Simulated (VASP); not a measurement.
A run of VASP 6.6.1 is set up as follows.

INCAR

```
PREC = Accurate
ENCUT = 520
EDIFF = 1E-6
ISMEAR = -1
SIGMA = 0.05
LREAL = False
LASPH = True
NELM = 100
ALGO = Normal
ISIF = 2
LWAVE = False
LCHARG = False
GGA = PE
NBANDS = 12
```

KPOINTS

```
Automatic mesh
0
Gamma
  14 14 8
```

File POSCAR:

```
Sb
1.0
    3.3742718317      0.0000000000      0.0000000000
   -1.6871359159      2.9222051255      0.0000000000
    0.0000000000      0.0000000000      5.5844167842
Sb
2
Direct
    0.3333333333      0.6666666667      0.2500000000
    0.6666666667      0.3333333333      0.7500000000
```

Potentials or basis: VASP PAW PBE potentials, release 64 (Sb).

Command:

```bash
$ cat potpaw_PBE.64/Sb/POTCAR > POTCAR
$ mpirun -np 1 vasp_std > vasp.out
```

(1) Predict the band gap on the k mesh.

(2) Predict the pressure.

Results:

(1) zero (band 5 reaches 12.61 eV, above the bottom of band 6 at 5.34 eV).

(2) -0.3 GPa.

Caveat: spin-orbit coupling is left out, which moves the levels of the heavy elements.
